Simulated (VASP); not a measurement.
# RbBr (Fm-3m) in VASP: single point with LDA

Aim: the single point of RbBr with LDA.

Everything below comes from runs of VASP 6.6.1. Logs are shortened: lines on timing, memory, paths and dates and some standing lists are left out, and cuts for length are marked.

## (1) The cell of the first run

The structure is cubic, space group Fm-3m (No. 225). Conventional cell: a = 6.855 Å, b = 6.855 Å, c = 6.855 Å, α = 90.00°, β = 90.00°, γ = 90.00°. Within 4.5 Å of Rb (site symmetry m-3m) lie 6 Br at 3.43 Å. Br (site symmetry m-3m) has 6 Rb at 3.43 Å within 4.5 Å.

## (2) Single point, LDA

INCAR

```
SYSTEM = RbBr
PREC = Accurate
ENCUT = 500
EDIFF = 1E-6
ISMEAR = 0
SIGMA = 0.1
LREAL = .FALSE.
LASPH = .TRUE.
NELM = 120
ALGO = Normal
ISIF = 2
LWAVE = .FALSE.
LCHARG = .FALSE.
NBANDS = 15
GGA_COMPAT = .FALSE.
```

KPOINTS

```
regular mesh
0
G
  4 4 4
  0 0 0
```

POSCAR

```
RbBr
1.0
    0.0000000000      3.4275000000      3.4275000000
    3.4275000000      0.0000000000      3.4275000000
    3.4275000000      3.4275000000      0.0000000000
Rb Br
1 1
Direct
    0.0000000000      0.0000000000      0.0000000000
    0.5000000000      0.5000000000      0.5000000000
```

Potentials or basis: VASP PAW LDA potentials, release 64 (Rb_sv, Br).

Run with:

```
cat potpaw_LDA.64/Rb_sv/POTCAR potpaw_LDA.64/Br/POTCAR > POTCAR
mpirun -np 1 vasp_std > vasp.out
```

OUTCAR:

```text
SYSTEM = RbBr
   PREC = Accurate
   ENCUT = 500
   EDIFF = 1E-6
   ISMEAR = 0
   LREAL = .FALSE.
   LASPH = .TRUE.
   NELM = 120
   ISIF = 2

 ion  position               nearest neighbor table
   1  0.000  0.000  0.000-   2 3.43   2 3.43   2 3.43   2 3.43   2 3.43   2 3.43
   2  0.500  0.500  0.500-   1 3.43   1 3.43   1 3.43   1 3.43   1 3.43   1 3.43

  LATTYP: Found a face centered cubic cell.
 ALAT       =     6.8550000000

  Lattice vectors:

 A1 = (   0.0000000000,   3.4275000000,   3.4275000000)
 A2 = (   3.4275000000,   0.0000000000,   3.4275000000)
 A3 = (   3.4275000000,   3.4275000000,   0.0000000000)

Analysis of symmetry for initial positions (statically):
=====================================================================
 Subroutine PRICEL returns:
 Original cell was already a primitive cell.

 Routine SETGRP: Setting up the symmetry group for a
 face centered cubic supercell.

 Subroutine GETGRP returns: Found 48 space group operations
 (whereof 48 operations were pure point group operations)
 out of a pool of 48 trial point group operations.

The static configuration has the point symmetry O_h .

Analysis of symmetry for dynamics (positions and initial velocities):
=====================================================================
 Subroutine PRICEL returns:
 Original cell was already a primitive cell.

 Routine SETGRP: Setting up the symmetry group for a
 face centered cubic supercell.

 Subroutine GETGRP returns: Found 48 space group operations
 (whereof 48 operations were pure point group operations)
 out of a pool of 48 trial point group operations.

The dynamic configuration has the point symmetry O_h .

 Subroutine INISYM returns: Found 48 space group operations
 (whereof 48 operations are pure point group operations),
 and found     1 'primitive' translations

----------------------------------------------------------------------------------------

                                     Primitive cell

  volume of cell :      80.5309

  direct lattice vectors                    reciprocal lattice vectors
     0.000000000  3.427500000  3.427500000    -0.145878920  0.145878920  0.145878920
     3.427500000  0.000000000  3.427500000     0.145878920 -0.145878920  0.145878920
     3.427500000  3.427500000  0.000000000     0.145878920  0.145878920 -0.145878920

  length of vectors
     4.847216985  4.847216985  4.847216985     0.252669702  0.252669702  0.252669702

  position of ions in fractional coordinates (direct lattice)
     0.000000000  0.000000000  0.000000000
     0.500000000  0.500000000  0.500000000

  ion indices of the primitive-cell ions
   primitive index   ion index
                 1           1
                 2           2

----------------------------------------------------------------------------------------

 KPOINTS: regular mesh

Automatic generation of k-mesh.
 Grid dimensions read from file:
 generate k-points for:    4    4    4

 Generating k-lattice:

  Cartesian coordinates                     Fractional coordinates (reciprocal lattice)
    -0.036469730  0.036469730  0.036469730     0.250000000  0.000000000  0.000000000
     0.036469730 -0.036469730  0.036469730     0.000000000  0.250000000  0.000000000
     0.036469730  0.036469730 -0.036469730     0.000000000  0.000000000  0.250000000

  Length of vectors
     0.063167426  0.063167426  0.063167426

  Shift w.r.t. Gamma in fractional coordinates (k-lattice)
     0.000000000  0.000000000  0.000000000

 Subroutine IBZKPT returns following result:
 ===========================================

 Found      8 irreducible k-points:

 Following reciprocal coordinates:
            Coordinates               Weight
  0.000000  0.000000  0.000000      1.000000
  0.250000  0.000000  0.000000      8.000000
  0.500000  0.000000  0.000000      4.000000
  0.250000  0.250000  0.000000      6.000000
  0.500000  0.250000  0.000000     24.000000
 -0.250000  0.250000  0.000000     12.000000
  0.500000  0.500000  0.000000      3.000000
 -0.250000  0.500000  0.250000      6.000000
   k-points           NKPTS =      8   k-points in BZ     NKDIM =      8   number of bands    NBANDS=     15
   number of dos      NEDOS =    301   number of ions     NIONS =      2
   total plane-waves  NPLWV =  46656
   dimension x,y,z NGX =    36 NGY =   36 NGZ =   36
   dimension x,y,z NGXF=    72 NGYF=   72 NGZF=   72
   ions per type =               1   1
   NGX,Y,Z   is equivalent  to a cutoff of  12.35, 12.35, 12.35 a.u.
   NGXF,Y,Z  is equivalent  to a cutoff of  24.69, 24.69, 24.69 a.u.
 SYSTEM =  RbBr
   PREC   = accura    normal or accurate (medium, high low for compatibility)
   ISTART =      0    job   : 0-new  1-cont  2-samecut
   ICHARG =      2    charge: 1-file 2-atom 10-const
   ISPIN  =      1    spin polarized calculation?
   LNONCOLLINEAR =      F non collinear calculations
   LSORBIT =      F    spin-orbit coupling
   LASPH  =      T    aspherical Exc in radial PAW
   ENCUT  =  500.0 eV  36.75 Ry    6.06 a.u.   8.84  8.84  8.84*2*pi/ulx,y,z
   NELM   =    120;   NELMIN=  2; NELMDL= -5     # of ELM steps
   EDIFF  = 0.1E-05   stopping-criterion for ELM
   LREAL  =      F    real-space projection
   EDIFFG = 0.1E-04   stopping-criterion for IOM
   NSW    =      0    number of steps for IOM
   IBRION =     -1    ionic relax: 0-MD 1-quasi-New 2-CG
   NFREE  =      0    steps in history (QN), initial steepest desc. (CG)
   ISIF   =      2    stress and relaxation
   ISYM   =      2    0-nonsym 1-usesym 2-fastsym
   POTIM  = 0.5000    time-step for ionic-motion
   TEBEG  =    0.0;   TEEND  =   0.0 temperature during run
   PSTRESS=    0.0 pullay stress
   NELECT =      16.0000    total number of electrons
   NUPDOWN=      -1.0000    fix difference up-down
   EMIN   =  10.00;   EMAX   =-10.00  energy-range for DOS
   EFERMI =   0.00;   METHOD = LEGACY
   ISMEAR =     0;   SIGMA  =   0.10  broadening in eV -4-tet -1-fermi 0-gaus
   EFERMI_NEDOS =   21; number of points for ismear=-14 and -15
   IALGO  =     38    algorithm
   IMIX   =      4    mixing-type and parameters
     AMIX     =   0.40;   BMIX     =  1.00
     AMIX_MAG =   1.60;   BMIX_MAG =  1.00
  volume/ion in A,a.u.               =      40.27       271.72
  Fermi-wavevector in a.u.,A,eV,Ry     =   0.955273  1.805204 12.415941  0.912546
  Thomas-Fermi vector in A             =   2.084095
   LORBIT       =      0    0 simple, 1 ext, 2 COOP (PROOUT), +10 PAW based schemes
   GGA     = CA    functional components
   LHFCALC =     F    Hartree Fock is set to
   AEXX    =    0.0000 exact exchange contribution
   IVDW    =     0    specifies the selected vdW correction
   LEPSILON=     F    determine dielectric tensor
   LRPA    =     F    only Hartree local field effects (RPA)
 non-spin polarized calculation
 Gauss-broadening in eV      SIGMA  =   0.10
  energy-cutoff  :      500.00
  volume of cell :       80.53
 maximum number of plane-waves:      2085
   NGX = 17   NGY = 17   NGZ = 17

 number of electron      15.9999999 magnetization

 Free energy of the ion-electron system (eV)
  ---------------------------------------------------
  ext. energy  EPLUGINS =         0.00000000
  ---------------------------------------------------
  free energy    TOTEN  =        -6.69377412 eV

  energy without entropy =       -6.69377412  energy(sigma->0) =       -6.69377412

 E-fermi :  -1.4630     XC(G=0):  -7.7359

 val. band max:       -1.9563260248   @ k =   0.0000   0.0000   0.0000
 cond. band min:       2.0019181386   @ k =   0.0000   0.0000   0.0000
 fundamental gap:      3.9582441633
 Fermi energy:        -1.4629675466

 k-point     1 :       0.0000    0.0000    0.0000
  band No.  band energies     occupation
      1     -26.2288      2.00000
      2     -14.1659      2.00000
      3     -10.3712      2.00000
      4     -10.3712      2.00000
      5     -10.3712      2.00000
      6      -1.9563      2.00000
      7      -1.9563      2.00000
      8      -1.9563      2.00000
      9       2.0019      0.00000
     10       5.0708      0.00000
     11       5.0708      0.00000
     12       5.0708      0.00000
     13       6.0160      0.00000
     14       6.0160      0.00000
     15       8.5965      0.00000

 k-point     2 :       0.2500    0.0000    0.0000
  band No.  band energies     occupation
      1     -26.2237      2.00000
      2     -14.1868      2.00000
      3     -10.3756      2.00000
      4     -10.3756      2.00000
      5     -10.3504      2.00000
      6      -2.5642      2.00000
      7      -2.1523      2.00000
      8      -2.1523      2.00000
      9       3.3076      0.00000
     10       4.9007      0.00000
     11       5.8005      0.00000
     12       5.8005      0.00000
     13       6.8915      0.00000
     14       6.8915      0.00000
     15      10.1971      0.00000

 k-point     3 :       0.5000    0.0000    0.0000
  band No.  band energies     occupation
      1     -26.2187      2.00000
      2     -14.2074      2.00000
      3     -10.3799      2.00000
      4     -10.3799      2.00000
      5     -10.3298      2.00000
      6      -3.0142      2.00000
      7      -2.3311      2.00000
      8      -2.3311      2.00000
      9       4.5058      0.00000
     10       5.4475      0.00000
     11       7.3029      0.00000
     12       7.3029      0.00000
     13       7.9591      0.00000
     14       7.9591      0.00000
     15       8.6489      0.00000
[... 55 lines left out ...]
 k-point     7 :       0.5000    0.5000    0.0000
  band No.  band energies     occupation
      1     -26.2158      2.00000
      2     -14.1104      2.00000
      3     -10.5693      2.00000
      4     -10.4491      2.00000
      5     -10.4491      2.00000
      6      -2.4568      2.00000
      7      -2.1228      2.00000
      8      -2.1228      2.00000
      9       3.3417      0.00000
     10       4.8377      0.00000
     11       6.8641      0.00000
     12       7.0970      0.00000
     13       7.2802      0.00000
     14       8.7262      0.00000
     15       8.7262      0.00000

 k-point     8 :      -0.2500    0.5000    0.2500
  band No.  band energies     occupation
      1     -26.2157      2.00000
      2     -14.1381      2.00000
      3     -10.5092      2.00000
      4     -10.5092      2.00000
      5     -10.3547      2.00000
      6      -2.4794      2.00000
      7      -2.3258      2.00000
      8      -2.3258      2.00000
      9       4.8240      0.00000
     10       4.8240      0.00000
     11       6.0081      0.00000
     12       6.3994      0.00000
     13       8.7699      0.00000
     14       8.8093      0.00000
     15       8.8270      0.00000

------------------------ aborting loop because EDIFF is reached ----------------------------------------

  FORCE on cell =-STRESS in cart. coord.  units (eV):
  Direction    XX          YY          ZZ          XY          YZ          ZX
  --------------------------------------------------------------------------------------
  -------------------------------------------------------------------------------------
  Total       -0.6020736     -0.6020736     -0.6020736     -0.0000000      0.0000000     -0.0000000
  in kB      -11.9783720    -11.9783720    -11.9783720     -0.0000000      0.0000000     -0.0000000
  external PRESSURE =     -11.9783720 kB  Pullay stress =       0.0000000 kB

 VOLUME and BASIS-vectors are now :
 -----------------------------------------------------------------------------
  energy-cutoff  :      500.00
  volume of cell :       80.53
      direct lattice vectors                 reciprocal lattice vectors
     0.000000000  3.427500000  3.427500000    -0.145878920  0.145878920  0.145878920
     3.427500000  0.000000000  3.427500000     0.145878920 -0.145878920  0.145878920
     3.427500000  3.427500000  0.000000000     0.145878920  0.145878920 -0.145878920

 POSITION                                       TOTAL-FORCE (eV/Angst)
 -----------------------------------------------------------------------------------
      0.00000      0.00000      0.00000         0.000000      0.000000     -0.000000
      3.42750      3.42750      3.42750        -0.000000     -0.000000      0.000000
 -----------------------------------------------------------------------------------
    total drift:                                0.000000      0.000000      0.000000

  FREE ENERGIE OF THE ION-ELECTRON SYSTEM (eV)
  ---------------------------------------------------
  free  energy   TOTEN  =        -6.6937741226 eV

  energy  without entropy=       -6.6937741226  energy(sigma->0) =       -6.69377412
```

It took 13 s on 1 thread of Intel Xeon 8259CL, shared host; peak memory 0.17 GiB.

Results:

```yaml
Free_energy: -6.6938 eV
Pressure: -1.2 GPa
Band_gap_on_the_k_mesh: 3.96 eV, direct
```
